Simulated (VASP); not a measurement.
# MnS (Fm-3m) in VASP: notebook

The runs below take MnS through single point, with PBEsol.

Everything below comes from runs of VASP 6.6.1. Logs are shortened: lines on timing, memory, paths and dates and some standing lists are left out, and cuts for length are marked.

**1. The cell of the first run**

It takes space group Fm-3m (No. 225, cubic). The conventional cell has a = 5.209 Å, b = 5.209 Å, c = 5.209 Å, α = 90.00°, β = 90.00°, γ = 90.00°. Within 3.4 Å of Mn (site symmetry m-3m) lie 6 S at 2.60 Å. Within 3.4 Å of S (site symmetry m-3m) lie 6 Mn at 2.60 Å.

**2. Single point, PBEsol, collinear spin, ferromagnetic start**

INCAR

```
SYSTEM = MnS
PREC = Accurate
ENCUT = 520
EDIFF = 1E-6
ISMEAR = 1
SIGMA = 0.1
LREAL = .False.
LASPH = .True.
NELM = 150
ALGO = Normal
ISIF = 2
LWAVE = .False.
LCHARG = .False.
ISPIN = 2
MAGMOM = 4 0
LORBIT = 11
LMAXMIX = 4
GGA = PS
NBANDS = 20
```

KPOINTS

```
regular mesh
0
Gamma
  8 8 8
  0 0 0
```

POSCAR

```
MnS
1.0
    0.0000000000      2.6045000000      2.6045000000
    2.6045000000      0.0000000000      2.6045000000
    2.6045000000      2.6045000000      0.0000000000
Mn S
1 1
Direct
    0.0000000000      0.0000000000      0.0000000000
    0.5000000000      0.5000000000      0.5000000000
```

Potentials or basis: VASP PAW PBE potentials, release 64 (Mn_pv, S).

Command:

```sh
cat potpaw_PBE.64/Mn_pv/POTCAR potpaw_PBE.64/S/POTCAR > POTCAR
mpirun -np 1 vasp_std > vasp.out
```

OUTCAR:

```text
SYSTEM = MnS
   PREC = Accurate
   ENCUT = 520
   EDIFF = 1E-6
   ISMEAR = 1
   LREAL = .False.
   LASPH = .True.
   NELM = 150
   ISIF = 2
   ISPIN = 2
   LORBIT = 11
   GGA = PS

 ion  position               nearest neighbor table
   1  0.000  0.000  0.000-   2 2.60   2 2.60   2 2.60   2 2.60   2 2.60   2 2.60
   2  0.500  0.500  0.500-   1 2.60   1 2.60   1 2.60   1 2.60   1 2.60   1 2.60

  LATTYP: Found a face centered cubic cell.
 ALAT       =     5.2090000000

  Lattice vectors:

 A1 = (   0.0000000000,   2.6045000000,   2.6045000000)
 A2 = (   2.6045000000,   0.0000000000,   2.6045000000)
 A3 = (   2.6045000000,   2.6045000000,   0.0000000000)

Analysis of symmetry for initial positions (statically):
=====================================================================
 Subroutine PRICEL returns:
 Original cell was already a primitive cell.

 Routine SETGRP: Setting up the symmetry group for a
 face centered cubic supercell.

 Subroutine GETGRP returns: Found 48 space group operations
 (whereof 48 operations were pure point group operations)
 out of a pool of 48 trial point group operations.

The static configuration has the point symmetry O_h .

Analysis of symmetry for dynamics (positions and initial velocities):
=====================================================================
 Subroutine PRICEL returns:
 Original cell was already a primitive cell.

 Routine SETGRP: Setting up the symmetry group for a
 face centered cubic supercell.

 Subroutine GETGRP returns: Found 48 space group operations
 (whereof 48 operations were pure point group operations)
 out of a pool of 48 trial point group operations.

The dynamic configuration has the point symmetry O_h .

Analysis of structural, dynamic, and magnetic symmetry:
=====================================================================
 Subroutine PRICEL returns:
 Original cell was already a primitive cell.

 Routine SETGRP: Setting up the symmetry group for a
 face centered cubic supercell.

 Subroutine GETGRP returns: Found 48 space group operations
 (whereof 48 operations were pure point group operations)
 out of a pool of 48 trial point group operations.

The overall configuration has the point symmetry O_h .

 Subroutine INISYM returns: Found 48 space group operations
 (whereof 48 operations are pure point group operations),
 and found     1 'primitive' translations

----------------------------------------------------------------------------------------

                                     Primitive cell

  volume of cell :      35.3348

  direct lattice vectors                    reciprocal lattice vectors
     0.000000000  2.604500000  2.604500000    -0.191975427  0.191975427  0.191975427
     2.604500000  0.000000000  2.604500000     0.191975427 -0.191975427  0.191975427
     2.604500000  2.604500000  0.000000000     0.191975427  0.191975427 -0.191975427

  length of vectors
     3.683319223  3.683319223  3.683319223     0.332511194  0.332511194  0.332511194

  position of ions in fractional coordinates (direct lattice)
     0.000000000  0.000000000  0.000000000
     0.500000000  0.500000000  0.500000000

  ion indices of the primitive-cell ions
   primitive index   ion index
                 1           1
                 2           2

----------------------------------------------------------------------------------------

 KPOINTS: regular mesh

Automatic generation of k-mesh.
 Grid dimensions read from file:
 generate k-points for:    8    8    8

 Generating k-lattice:

  Cartesian coordinates                     Fractional coordinates (reciprocal lattice)
    -0.023996928  0.023996928  0.023996928     0.125000000  0.000000000  0.000000000
     0.023996928 -0.023996928  0.023996928     0.000000000  0.125000000  0.000000000
     0.023996928  0.023996928 -0.023996928     0.000000000  0.000000000  0.125000000

  Length of vectors
     0.041563899  0.041563899  0.041563899

  Shift w.r.t. Gamma in fractional coordinates (k-lattice)
     0.000000000  0.000000000  0.000000000

 Subroutine IBZKPT returns following result:
 ===========================================

 Found     29 irreducible k-points:

 Following reciprocal coordinates:
            Coordinates               Weight
  0.000000  0.000000  0.000000      1.000000
  0.125000  0.000000  0.000000      8.000000
  0.250000  0.000000  0.000000      8.000000
  0.375000  0.000000  0.000000      8.000000
  0.500000  0.000000  0.000000      4.000000
  0.125000  0.125000  0.000000      6.000000
[... 16 lines left out ...]
  0.500000  0.250000  0.125000     48.000000
 -0.375000  0.250000  0.125000     24.000000
 [... further k-points ...]
   k-points           NKPTS =     29   k-points in BZ     NKDIM =     29   number of bands    NBANDS=     20
   number of dos      NEDOS =    301   number of ions     NIONS =      2
   total plane-waves  NPLWV =  21952
   dimension x,y,z NGX =    28 NGY =   28 NGZ =   28
   dimension x,y,z NGXF=    56 NGYF=   56 NGZF=   56
   ions per type =               1   1
   NGX,Y,Z   is equivalent  to a cutoff of  12.64, 12.64, 12.64 a.u.
   NGXF,Y,Z  is equivalent  to a cutoff of  25.28, 25.28, 25.28 a.u.
 SYSTEM =  MnS
   PREC   = accura    normal or accurate (medium, high low for compatibility)
   ISTART =      0    job   : 0-new  1-cont  2-samecut
   ICHARG =      2    charge: 1-file 2-atom 10-const
   ISPIN  =      2    spin polarized calculation?
   LNONCOLLINEAR =      F non collinear calculations
   LSORBIT =      F    spin-orbit coupling
   LASPH  =      T    aspherical Exc in radial PAW
   ENCUT  =  520.0 eV  38.22 Ry    6.18 a.u.   6.85  6.85  6.85*2*pi/ulx,y,z
   NELM   =    150;   NELMIN=  2; NELMDL= -5     # of ELM steps
   EDIFF  = 0.1E-05   stopping-criterion for ELM
   LREAL  =      F    real-space projection
   EDIFFG = 0.1E-04   stopping-criterion for IOM
   NSW    =      0    number of steps for IOM
   IBRION =     -1    ionic relax: 0-MD 1-quasi-New 2-CG
   NFREE  =      0    steps in history (QN), initial steepest desc. (CG)
   ISIF   =      2    stress and relaxation
   ISYM   =      2    0-nonsym 1-usesym 2-fastsym
   POTIM  = 0.5000    time-step for ionic-motion
   TEBEG  =    0.0;   TEEND  =   0.0 temperature during run
   PSTRESS=    0.0 pullay stress
   NELECT =      19.0000    total number of electrons
   NUPDOWN=      -1.0000    fix difference up-down
   EMIN   =  10.00;   EMAX   =-10.00  energy-range for DOS
   EFERMI =   0.00;   METHOD = LEGACY
   ISMEAR =     1;   SIGMA  =   0.10  broadening in eV -4-tet -1-fermi 0-gaus
   EFERMI_NEDOS =   21; number of points for ismear=-14 and -15
   IALGO  =     38    algorithm
   IMIX   =      4    mixing-type and parameters
     AMIX     =   0.40;   BMIX     =  1.00
     AMIX_MAG =   1.60;   BMIX_MAG =  1.00
  volume/ion in A,a.u.               =      17.67       119.23
  Fermi-wavevector in a.u.,A,eV,Ry     =   1.331246  2.515690 24.112464  1.772216
  Thomas-Fermi vector in A             =   2.460272
   LORBIT       =     11    0 simple, 1 ext, 2 COOP (PROOUT), +10 PAW based schemes
   GGA     = PS    functional components
   LHFCALC =     F    Hartree Fock is set to
   AEXX    =    0.0000 exact exchange contribution
   IVDW    =     0    specifies the selected vdW correction
   LEPSILON=     F    determine dielectric tensor
   LRPA    =     F    only Hartree local field effects (RPA)
 spin polarized calculation
 Methfessel and Paxton  Order N= 1 SIGMA  =   0.10
  energy-cutoff  :      520.00
  volume of cell :       35.33
 maximum number of plane-waves:       961
   NGX = 13   NGY = 13   NGZ = 13

 number of electron      18.9999989 magnetization       4.6704380

 Free energy of the ion-electron system (eV)
  ---------------------------------------------------
  ext. energy  EPLUGINS =         0.00000000
  ---------------------------------------------------
  free energy    TOTEN  =       -14.86112643 eV

  energy without entropy =      -14.86158203  energy(sigma->0) =      -14.86127829

 E-fermi :   6.5477     XC(G=0): -10.8168

 val. band max:        6.4597467343   @ k =  -0.3750   0.5000   0.1250
 cond. band min:       6.5601880280   @ k =   0.5000   0.3750   0.1250
 fundamental gap:      0.1004412937
 Fermi energy:         6.5476825562

 spin component 1

 k-point     1 :       0.0000    0.0000    0.0000
  band No.  band energies     occupation
      1     -43.9780      1.00000
      2     -43.9780      1.00000
      3     -43.9780      1.00000
      4      -8.0552      1.00000
      5       3.1699      1.00000
      6       3.1699      1.00000
[... 12 lines left out ...]
     19      18.2979      0.00000
     20      18.5979      0.00000

 k-point     2 :       0.1250    0.0000    0.0000
  band No.  band energies     occupation
      1     -43.9792      1.00000
      2     -43.9782      1.00000
      3     -43.9782      1.00000
      4      -7.8968      1.00000
      5       2.7457      1.00000
      6       2.8266      1.00000
[... 498 lines left out ...]
 k-point    24 :      -0.3750    0.2500    0.1250
  band No.  band energies     occupation
      1     -43.9852      1.00000
      2     -43.9813      1.00000
      3     -43.9800      1.00000
      4      -6.5713      1.00000
      5       0.0001      1.00000
      6       1.4457      1.00000
[... 12 lines left out ...]
     19      21.0428      0.00000
     20      21.6621      0.00000

 [... further k-points ...]

 spin component 2

 k-point     1 :       0.0000    0.0000    0.0000
  band No.  band energies     occupation
      1     -39.5288      1.00000
      2     -39.5288      1.00000
      3     -39.5288      1.00000
      4      -7.7414      1.00000
      5       4.9009      1.00000
      6       4.9009      1.00000
[... 12 lines left out ...]
     19      19.3864      0.00000
     20      20.2260      0.00000

 k-point     2 :       0.1250    0.0000    0.0000
  band No.  band energies     occupation
      1     -39.5305      1.00000
      2     -39.5291      1.00000
      3     -39.5291      1.00000
      4      -7.5901      1.00000
      5       3.8194      1.00000
      6       4.4646      1.00000
[... 498 lines left out ...]
 k-point    24 :      -0.3750    0.2500    0.1250
  band No.  band energies     occupation
      1     -39.5385      1.00000
      2     -39.5332      1.00000
      3     -39.5314      1.00000
      4      -6.3307      1.00000
      5       0.6849      1.00000
      6       2.4297      1.00000
[... 12 lines left out ...]
     19      21.7245      0.00000
     20      22.4015      0.00000

 [... further k-points ...]
[... 5 lines left out ...]
  --------------------------------------------------------------------------------------
  -------------------------------------------------------------------------------------
  Total       -1.6329246     -1.6329246     -1.6329246     -0.0000000      0.0000000      0.0000000
  in kB      -74.0412294    -74.0412294    -74.0412294     -0.0000000      0.0000000      0.0000000
  external PRESSURE =     -74.0412294 kB  Pullay stress =       0.0000000 kB

 VOLUME and BASIS-vectors are now :
 -----------------------------------------------------------------------------
  energy-cutoff  :      520.00
  volume of cell :       35.33
      direct lattice vectors                 reciprocal lattice vectors
     0.000000000  2.604500000  2.604500000    -0.191975427  0.191975427  0.191975427
     2.604500000  0.000000000  2.604500000     0.191975427 -0.191975427  0.191975427
     2.604500000  2.604500000  0.000000000     0.191975427  0.191975427 -0.191975427

 POSITION                                       TOTAL-FORCE (eV/Angst)
 -----------------------------------------------------------------------------------
      0.00000      0.00000      0.00000        -0.000000     -0.000000     -0.000000
      2.60450      2.60450      2.60450         0.000000      0.000000      0.000000
 -----------------------------------------------------------------------------------
    total drift:                               -0.000000      0.000000      0.000000

  FREE ENERGIE OF THE ION-ELECTRON SYSTEM (eV)
  ---------------------------------------------------
  free  energy   TOTEN  =       -14.8611264261 eV

  energy  without entropy=      -14.8615820277  energy(sigma->0) =      -14.86127829

 total charge

# of ion       s       p       d       tot
------------------------------------------
    1        0.218   6.166   4.929  11.313
    2        1.323   2.367   0.000   3.690
--------------------------------------------------
tot          1.541   8.533   4.929  15.003

 magnetization (x)

# of ion       s       p       d       tot
------------------------------------------
    1        0.051   0.039   4.134   4.224
    2        0.026   0.068   0.000   0.093
--------------------------------------------------
tot          0.076   0.107   4.134   4.318
```

Wall time 38 s (1 thread of AMD EPYC 7R13 (Zen 3), shared host); peak memory 0.16 GiB.

Results:

- Free energy: -14.8611 eV
- Pressure: -7.4 GPa
- Net moment: 4.67 μB per cell
- Site moments: Mn +4.22; S +0.09 μB
- Valence electrons inside the program's atomic spheres: Mn 11.31; S 3.69

Caveat: the PAW data sets were made with another functional, which shifts forces and pressure a little; a cell with one magnetic atom can't hold antiferromagnetic order, which such compounds often take; semilocal functionals often make such compounds metallic where correlation or magnetic order opens a gap, which also shifts bond lengths. With open d or f shells a metallic result of PBEsol can be an artefact of self-interaction; +U or a hybrid may open a gap.

**3. Single point, PBEsol, collinear spin, ferromagnetic start**

INCAR

```
ALGO     = Normal         # electronic algorithm
EDIFF    = 1E-7           # SCF threshold, eV
ENCUT    = 520            # plane-wave cutoff, eV
GGA      = PS             # functional
ISIF     = 2              # what is computed and relaxed
ISMEAR   = 1              # smearing method
ISPIN    = 2              # spin polarisation
LASPH    = True           # aspherical terms in the spheres
LCHARG   = True           # write CHGCAR
LELF     = True           # ELF
LMAXMIX  = 4              # l up to which the mixer works
LORBIT   = 11             # projections on sites
LREAL    = False          # projectors in reciprocal space
LVHAR    = True         
LWAVE    = False          # write WAVECAR
MAGMOM   = 4 0            # initial moments
NBANDS   = 20             # bands
NELM     = 150            # most SCF steps
PREC     = Accurate       # precision mode
SIGMA    = 0.1            # smearing width, eV
```

KPOINTS

```
k-points
0
Gamma
  8 8 8
```

POSCAR is that of step 2.

Potentials or basis: VASP PAW PBE potentials, release 64 (Mn_pv, S).

Command:

```sh
cat potpaw_PBE.64/Mn_pv/POTCAR potpaw_PBE.64/S/POTCAR > POTCAR
mpirun -np 1 vasp_std > vasp.out
```

Run time: 40 s. Hardware: 1 thread of AMD EPYC 7R13 (Zen 3), shared host; peak memory 0.16 GiB.

The run converged. Its results:

```
Free energy                                           : -14.8611 eV
Pressure                                              : -7.4 GPa
Net moment                                            : 4.67 μB per cell
Site moments                                          : Mn +4.22; S +0.09 μB
Valence electrons inside the program's atomic spheres : Mn 11.31; S 3.69
```

Levels at points of the mesh, in eV from the Fermi level:
Spin up:
| k point | band 8 | band 9 | band 10 | band 11 | band 12 | band 13 | band 14 | band 15 | band 16 | band 17 |
| --- | --- | --- | --- | --- | --- | --- | --- | --- | --- | --- |
| (0.00, 0.00, 0.00) | -3.29 | -3.29 | -1.89 | -1.89 | -1.89 | 1.60 | 8.53 | 8.53 | 8.53 | 10.40 |
| (0.50, 0.00, 0.00) | -2.85 | -2.85 | -2.47 | 0.40 | 0.40 | 2.68 | 5.29 | 5.29 | 8.43 | 12.05 |
| (0.50, 0.50, 0.00) | -3.51 | -3.03 | -2.71 | -2.71 | -2.24 | 0.76 | 5.37 | 10.03 | 11.83 | 11.83 |
Spin down:
```tsv
k point	band 5	band 6	band 7	band 8	band 9	band 10
(0.00, 0.00, 0.00)	-1.65	-1.65	-1.65	0.25	0.25	0.25
(0.50, 0.00, 0.00)	-6.42	-3.36	-3.36	1.22	1.22	1.40
(0.50, 0.50, 0.00)	-5.59	-3.18	-3.18	-0.88	0.75	1.46
```

Caveat: the PAW data sets were made with another functional, which shifts forces and pressure a little; a cell with one magnetic atom can't hold antiferromagnetic order, which such compounds often take; semilocal functionals often make such compounds metallic where correlation or magnetic order opens a gap, which also shifts bond lengths.
